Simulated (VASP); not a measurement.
**GaN: single point with LDA**

Crystal: GaN.

```
Ga N
1.0
    -3.15158    0.00000    0.00000
     0.00000    0.00000   -5.13825
     0.00000   -5.45869    0.00000
Ga N
4 4
Cartesian
  -1.5758 -0.9810 -0.0301
  0.0000 -3.5679 0.0229
  0.0000 -1.8908 -2.5462
  -1.5758 -4.4777 -2.5993
  -1.5758 -0.9201 -3.1955
  0.0000 -3.6288 -3.2201
  0.0000 -1.8299 -0.6510
  -1.5758 -4.5386 -0.6264
```

This cell differs from its parent crystal: mode 11 frozen in at -0.076 Å and mode 13 at +0.000 Å (largest displacements).

```json
{
 "Program": "VASP 6.6.1",
 "Task": "single point",
 "Functional": "LDA",
 "Potentials or basis": "VASP PAW LDA potentials, release 64 (Ga_d, N)",
 "Cutoff": "520 eV",
 "k mesh": "8 × 6 × 6",
 "Occupations": "gaussian, width 0.05 eV",
 "Spin": "no spin polarisation",
 "Dipole correction": "no",
 "Further INCAR settings": "ALGO = Normal; EDIFF = 1e-07; NBANDS = 46"
}
```

* Pressure: 2.1 GPa
* Largest force: 2.059 eV/Å
* Band gap on the k mesh: 2.04 eV, direct

Forces on the atoms (eV/Å):
```
Ga   0.000  1.792  0.728
Ga   0.000 -1.956 -0.643
Ga   0.000  1.956 -0.643
Ga   0.000 -1.792  0.728
N    0.000 -0.054 -0.096
N    0.000 -0.196  0.011
N    0.000  0.196  0.011
N    0.000  0.054 -0.096
```

Stress tensor (GPa, compression positive):
```
2.13 0.00 0.00
0.00 2.21 0.00
0.00 0.00 1.93
```

Levels at points of the mesh, in eV from the valence-band top:
| k point | band 32 | band 33 | band 34 | band 35 | band 36 | band 37 | band 38 | band 39 | band 40 | band 41 |
| --- | --- | --- | --- | --- | --- | --- | --- | --- | --- | --- |
| (0.00, 0.00, 0.00) | -1.13 | -0.69 | -0.11 | -0.05 | 0.00 | 2.04 | 4.27 | 4.94 | 5.57 | 5.92 |
| (0.50, 0.00, 0.00) | -3.92 | -2.40 | -2.29 | -2.18 | -1.79 | 5.12 | 5.95 | 6.53 | 6.87 | 7.55 |
| (0.00, 0.50, 0.00) | -2.03 | -0.60 | -0.60 | -0.50 | -0.50 | 4.14 | 4.14 | 4.50 | 4.50 | 7.72 |
| (0.50, 0.50, 0.00) | -3.54 | -2.09 | -2.09 | -1.51 | -1.51 | 5.53 | 5.53 | 6.03 | 6.03 | 7.83 |
| (0.00, 0.00, 0.50) | -2.09 | -0.92 | -0.71 | -0.63 | -0.34 | 4.12 | 4.53 | 5.86 | 6.00 | 7.05 |
| (0.50, 0.00, 0.50) | -2.77 | -2.55 | -2.23 | -1.22 | -0.97 | 4.54 | 5.29 | 5.30 | 5.68 | 5.77 |
| (0.00, 0.50, 0.50) | -2.00 | -1.91 | -1.91 | -0.96 | -0.96 | 4.92 | 4.92 | 5.49 | 5.49 | 7.47 |
| (0.50, 0.50, 0.50) | -2.11 | -2.02 | -2.02 | -1.68 | -1.68 | 3.95 | 3.95 | 4.65 | 4.65 | 7.51 |

Wall time 4.8 min on 1 thread of Intel(R) Xeon(R) Platinum 8259CL CPU @ 2.50GHz (Skylake/Cascade Lake), with other jobs on the host, peak memory 0.33 GiB.

Caveat: the cell differs from its parent crystal (mode 11 frozen in at -0.076 Å and mode 13 at +0.000 Å (largest displacements)); forces of over 1 eV/Å act on the atoms, so gaps and moduli don't describe the material at rest.
